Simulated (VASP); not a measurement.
# WSe2 (P6_3/mmc) in VASP: single point with r2SCAN

Aim: the single point of WSe2 with r2SCAN.

Everything below comes from runs of VASP 6.6.1. Logs are shortened: lines on timing, memory, paths and dates and some standing lists are left out, and cuts for length are marked.

**The experiment to reproduce.**

“Time-resolved XUV ARPES with tunable 24–33 eV laser pulses at 30 meV resolution”, 2019, pmc:6684652 reports, for a bulk crystal of WSe2: band gap 1.3 eV (indirect).

The results are compared with them further down.

## 1. The cell of the first run

It takes space group P6_3/mmc (No. 194, hexagonal). Conventional cell: a = 3.315 Å, b = 3.315 Å, c = 13.713 Å, α = 90.00°, β = 90.00°, γ = 120.00°. W (site symmetry -6m2) has 6 Se at 2.53 Å and 6 W at 3.31 Å within 3.4 Å. Se (site symmetry 3m) has 3 W at 2.53 Å and 7 Se at 3.31 to 3.32 Å within 3.4 Å.

## 2. Single point, r2SCAN

POSCAR reads:

```
WSe2
1.0
    3.3149378400      0.0000000000      0.0000000000
   -1.6574689200      2.8708203800      0.0000000000
    0.0000000000      0.0000000000     13.7134082500
W Se
2 4
Direct
    0.3333333300      0.6666666700      0.2500000000
    0.6666666700      0.3333333300      0.7500000000
    0.3333333300      0.6666666700      0.6288575200
    0.6666666700      0.3333333300      0.1288575200
    0.3333333300      0.6666666700      0.8711424800
    0.6666666700      0.3333333300      0.3711424800
```

INCAR.step1 reads:

```
SYSTEM = WSe2
ALGO = Normal ; EDIFF = 1E-4
ENCUT = 520 ; GGA = PE
ISMEAR = -1 ; LASPH = .TRUE.
LCHARG = .FALSE. ; LREAL = .FALSE.
LWAVE = .TRUE. ; NBANDS = 35
NELM = 100 ; PREC = Accurate
SIGMA = 0.02
```

INCAR.step2 reads:

```
SYSTEM = WSe2
ALGO = Normal ; EDIFF = 1E-7
ENCUT = 520 ; ISIF = 2
ISMEAR = -1 ; ISTART = 1
LASPH = .TRUE. ; LCHARG = .TRUE.
LELF = .TRUE. ; LMIXTAU = .TRUE.
LREAL = .FALSE. ; LVHAR = .TRUE.
LWAVE = .FALSE. ; METAGGA = R2SCAN
NBANDS = 35 ; NELM = 100
PREC = Accurate ; SIGMA = 0.02
```

KPOINTS reads:

```
k-points
0
G
  12 12 2
  0 0 0
```

Potentials or basis: VASP PAW PBE potentials, release 64 (W_sv, Se).

The run is started by

```sh
$ cat potpaw_PBE.64/W_sv/POTCAR potpaw_PBE.64/Se/POTCAR > POTCAR
$ cp INCAR.step1 INCAR
$ mpirun -np 1 vasp_std > vasp.out
$ cp INCAR.step2 INCAR
$ mpirun -np 1 vasp_std > vasp.out
```

OUTCAR:

```text
SYSTEM = WSe2
   EDIFF = 1E-7
   ENCUT = 520
   ISIF = 2
   ISMEAR = -1
   ISTART = 1
   LASPH = .TRUE.
   LREAL = .FALSE.
   METAGGA = R2SCAN
   NELM = 100
   PREC = Accurate

 ion  position               nearest neighbor table
   1  0.333  0.667  0.250-   4 2.53   6 2.53   4 2.53   6 2.53   4 2.53   6 2.53
   2  0.667  0.333  0.750-   3 2.53   5 2.53   3 2.53   5 2.53   3 2.53   5 2.53
   3  0.333  0.667  0.629-   2 2.53   2 2.53   2 2.53
   4  0.667  0.333  0.129-   1 2.53   1 2.53   1 2.53
   5  0.333  0.667  0.871-   2 2.53   2 2.53   2 2.53
   6  0.667  0.333  0.371-   1 2.53   1 2.53   1 2.53

  LATTYP: Found a hexagonal cell.
 ALAT       =     3.3149378400
 C/A-ratio  =     4.1368523067

  Lattice vectors:

 A1 = (   3.3149378400,   0.0000000000,   0.0000000000)
 A2 = (  -1.6574689200,   2.8708203800,   0.0000000000)
 A3 = (   0.0000000000,   0.0000000000,  13.7134082500)

Analysis of symmetry for initial positions (statically):
=====================================================================
 Subroutine PRICEL returns:
 Original cell was already a primitive cell.

 Routine SETGRP: Setting up the symmetry group for a
 hexagonal supercell.

 Subroutine GETGRP returns: Found 24 space group operations
 (whereof 12 operations were pure point group operations)
 out of a pool of 24 trial point group operations.

The static configuration has the point symmetry D_3d.
 The point group associated with its full space group is D_6h.

Analysis of symmetry for dynamics (positions and initial velocities):
=====================================================================
 Subroutine PRICEL returns:
 Original cell was already a primitive cell.

 Routine SETGRP: Setting up the symmetry group for a
 hexagonal supercell.

 Subroutine GETGRP returns: Found 24 space group operations
 (whereof 12 operations were pure point group operations)
 out of a pool of 24 trial point group operations.

The dynamic configuration has the point symmetry D_3d.
 The point group associated with its full space group is D_6h.

 Subroutine INISYM returns: Found 24 space group operations
 (whereof 12 operations are pure point group operations),
 and found     1 'primitive' translations

----------------------------------------------------------------------------------------

                                     Primitive cell
[... 99 lines left out ...]
   EDIFF  = 0.1E-06   stopping-criterion for ELM
   LREAL  =      F    real-space projection
   EDIFFG = 0.1E-05   stopping-criterion for IOM
   NSW    =      0    number of steps for IOM
   IBRION =     -1    ionic relax: 0-MD 1-quasi-New 2-CG
   NFREE  =      0    steps in history (QN), initial steepest desc. (CG)
   ISIF   =      2    stress and relaxation
   ISYM   =      2    0-nonsym 1-usesym 2-fastsym
   POTIM  = 0.5000    time-step for ionic-motion
   TEBEG  =    0.0;   TEEND  =   0.0 temperature during run
   PSTRESS=    0.0 pullay stress
   NELECT =      52.0000    total number of electrons
   NUPDOWN=      -1.0000    fix difference up-down
   EMIN   =  10.00;   EMAX   =-10.00  energy-range for DOS
   EFERMI =   0.00;   METHOD = LEGACY
   ISMEAR =    -1;   SIGMA  =   0.02  broadening in eV -4-tet -1-fermi 0-gaus
   EFERMI_NEDOS =   21; number of points for ismear=-14 and -15
   IALGO  =     38    algorithm
   IMIX   =      4    mixing-type and parameters
     AMIX     =   0.40;   BMIX     =  1.00
     AMIX_MAG =   1.60;   BMIX_MAG =  1.00
  volume/ion in A,a.u.               =      21.75       146.78
  Fermi-wavevector in a.u.,A,eV,Ry     =   1.204667  2.276491 19.745081  1.451223
  Thomas-Fermi vector in A             =   2.340385
   LORBIT       =      0    0 simple, 1 ext, 2 COOP (PROOUT), +10 PAW based schemes
   METAGGA = R2SCAN    functional components
   LHFCALC =     F    Hartree Fock is set to
   AEXX    =    0.0000 exact exchange contribution
   IVDW    =     0    specifies the selected vdW correction
   LEPSILON=     F    determine dielectric tensor
   LRPA    =     F    only Hartree local field effects (RPA)
 non-spin polarized calculation
  energy-cutoff  :      520.00
  volume of cell :      130.50
 maximum number of plane-waves:      3538
 NGX is ok and might be reduce to    28
   NGX = 13   NGY = 13   NGZ = 51

 number of electron      51.9999998 magnetization

 Free energy of the ion-electron system (eV)
  ---------------------------------------------------
  ext. energy  EPLUGINS =         0.00000000
  ---------------------------------------------------
  free energy    TOTEN  =      -163.59324762 eV

  energy without entropy =     -163.59324762  energy(sigma->0) =     -163.59324762

 E-fermi :   5.8544     XC(G=0): -10.9045

 val. band max:        5.2115740482   @ k =   0.0000   0.0000   0.0000
 cond. band min:       6.5529622619   @ k =   0.1667   0.1667   0.0000
 fundamental gap:      1.3413882138
 Fermi energy:         5.8544152017

 k-point     1 :       0.0000    0.0000    0.0000
  band No.  band energies     occupation
      1     -71.0154      2.00000
      2     -71.0154      2.00000
      3     -34.5938      2.00000
      4     -34.5938      2.00000
      5     -34.4913      2.00000
      6     -34.4913      2.00000
[... 901 lines left out ...]
     34       9.4110      0.00000
     35      11.4158      0.00000

 [... further k-points ...]

------------------------ aborting loop because EDIFF is reached ----------------------------------------

  FORCE on cell =-STRESS in cart. coord.  units (eV):
  Direction    XX          YY          ZZ          XY          YZ          ZX
  --------------------------------------------------------------------------------------
  -------------------------------------------------------------------------------------
  Total        0.2667065      0.2667065      0.3334772      0.0000000     -0.0000000      0.0000000
  in kB        3.2742917      3.2742917      4.0940195      0.0000000     -0.0000000      0.0000000
  external PRESSURE =       3.5475343 kB  Pullay stress =       0.0000000 kB

 VOLUME and BASIS-vectors are now :
 -----------------------------------------------------------------------------
  energy-cutoff  :      520.00
  volume of cell :      130.50
      direct lattice vectors                 reciprocal lattice vectors
     3.314937840  0.000000000  0.000000000     0.301664782  0.174166243  0.000000000
    -1.657468920  2.870820380  0.000000000     0.000000000  0.348332486  0.000000000
     0.000000000  0.000000000 13.713408250     0.000000000  0.000000000  0.072921332

 POSITION                                       TOTAL-FORCE (eV/Angst)
 -----------------------------------------------------------------------------------
     -0.00000      1.91388      3.42835        -0.000000     -0.000000     -0.000000
      1.65747      0.95694     10.28506        -0.000000      0.000000     -0.000000
     -0.00000      1.91388      8.62378         0.000000     -0.000000     -0.051402
      1.65747      0.95694      1.76708         0.000000     -0.000000     -0.051402
     -0.00000      1.91388     11.94633        -0.000000      0.000000      0.051402
      1.65747      0.95694      5.08963         0.000000      0.000000      0.051402
 -----------------------------------------------------------------------------------
    total drift:                               -0.000009      0.000005     -0.000000

  FREE ENERGIE OF THE ION-ELECTRON SYSTEM (eV)
  ---------------------------------------------------
  free  energy   TOTEN  =      -163.5932476195 eV

  energy  without entropy=     -163.5932476195  energy(sigma->0) =     -163.59324762
```

OSZICAR.step1:

```text
N       E                     dE             d eps       ncg     rms          rms(c)
DAV:   1     0.497770559302E+03    0.49777E+03   -0.27721E+04  2956   0.143E+03
DAV:   2    -0.135034082700E+02   -0.51127E+03   -0.49484E+03  3135   0.383E+02
DAV:   3    -0.444529183752E+02   -0.30950E+02   -0.30451E+02  3266   0.884E+01
DAV:   4    -0.451706970394E+02   -0.71778E+00   -0.71351E+00  3236   0.138E+01
DAV:   5    -0.451811873011E+02   -0.10490E-01   -0.10477E-01  3256   0.178E+00    0.294E+01
DAV:   6    -0.436103288152E+02    0.15709E+01   -0.62224E+00  2953   0.163E+01    0.103E+01
DAV:   7    -0.433794544378E+02    0.23087E+00   -0.26682E+00  2841   0.797E+00    0.560E+00
DAV:   8    -0.432159277021E+02    0.16353E+00   -0.34955E-01  2964   0.410E+00    0.122E+00
DAV:   9    -0.432185367595E+02   -0.26091E-02   -0.55528E-02  3177   0.114E+00    0.850E-01
DAV:  10    -0.432174175332E+02    0.11192E-02   -0.12117E-02  2895   0.739E-01    0.140E-01
DAV:  11    -0.432174106779E+02    0.68552E-05   -0.15492E-03  2931   0.250E-01    0.158E-01
DAV:  12    -0.432173873772E+02    0.23301E-04   -0.57117E-05  1607   0.490E-02
   1 F= -.43217387E+02 E0= -.43217387E+02  d E =-.896053E-11
```

Wall time 25 min (1 thread of Intel Xeon 8259CL, shared host); peak memory 0.39 GiB.

Results:

```
Free energy            : -163.5932 eV
Pressure               : 0.4 GPa
Largest force          : 0.051 eV/Å
Band gap on the k mesh : 1.34 eV (least direct gap 1.58 eV)
```

Forces in eV/Å, atoms in the order of the input:
```
W    0.000  0.000  0.000
W    0.000  0.000  0.000
Se   0.000  0.000 -0.051
Se   0.000  0.000 -0.051
Se   0.000  0.000  0.051
Se   0.000  0.000  0.051
```

Stress tensor (GPa, compression positive):
```
0.33 0.00 0.00
0.00 0.33 0.00
0.00 0.00 0.41
```

Levels at points of the mesh, in eV from the valence-band top:
| k point | band 22 | band 23 | band 24 | band 25 | band 26 | band 27 | band 28 | band 29 | band 30 | band 31 |
| --- | --- | --- | --- | --- | --- | --- | --- | --- | --- | --- |
| (0.00, 0.00, 0.00) | -1.60 | -1.60 | -1.50 | -0.84 | 0.00 | 2.84 | 2.84 | 2.87 | 2.87 | 2.99 |
| (0.50, 0.00, 0.00) | -2.43 | -1.39 | -1.30 | -1.28 | -1.22 | 2.26 | 2.29 | 2.57 | 2.75 | 3.46 |
| (0.00, 0.00, 0.50) | -1.61 | -1.61 | -1.61 | -0.24 | -0.24 | 2.85 | 2.85 | 2.85 | 2.85 | 3.04 |
| (0.50, 0.00, 0.50) | -2.48 | -1.33 | -1.33 | -1.26 | -1.26 | 2.27 | 2.27 | 2.67 | 2.67 | 3.77 |

Caveat: the PAW data sets were made with another functional, which shifts forces and pressure a little; spin-orbit coupling is left out, which moves the levels of the heavy elements.

## 3. Against experiment

Step 2. Measured gap of WSe2: 1.3 eV (indirect; “Time-resolved XUV ARPES with tunable 24–33 eV laser pulses at 30 meV resolution”, 2019, pmc:6684652). This calculation gives 1.34 eV (+0.04 eV). Spin-orbit coupling on Se, W is left out. The value is that of r2SCAN on a finite k mesh, which can miss the band edges, without temperature or zero-point motion.
